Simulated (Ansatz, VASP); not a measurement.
## Two plane-wave programs on AlAs

```xyz
2
Lattice="0.0000 2.8323 2.8323 2.8323 0.0000 2.8323 2.8323 2.8323 0.0000" Properties=species:S:1:pos:R:3 pbc="T T T"
Al    0.0000    0.0000    0.0000
As    1.4161    1.4161    1.4161
```

Alike in both runs: functional PBE; dispersion D3(BJ); k mesh 8 × 8 × 8; occupations gaussian, width 0.02 eV; no spin polarisation.

Ansatz relaxed the structure, and its values are those at the end. VASP's run is a single point on that final structure, the one shown.

|  | VASP | Ansatz |
| --- | --- | --- |
| version | VASP 6.6.1 | Ansatz 0.2.0 |
| potentials or method | VASP PAW PBE potentials, release 64 (Al, As), cutoff 500 eV | scalar-relativistic, plane waves, PAW |
| valence electrons in the cell | 8 | 18 |

|  | VASP | Ansatz | Ansatz less VASP |
| --- | --- | --- | --- |
| gap on the k mesh at the Fermi level (eV) | 1.44 | 1.45 | +0.010 |
| least direct gap on the mesh (eV) | 2.05 | 2.04 | -0.007 |
| pressure (GPa) | 0.2 | 0.0 | -0.18 |

VASP's potentials hold 8 valence electrons a cell and Ansatz's 18, so a difference there can come from the potentials and not from the codes.
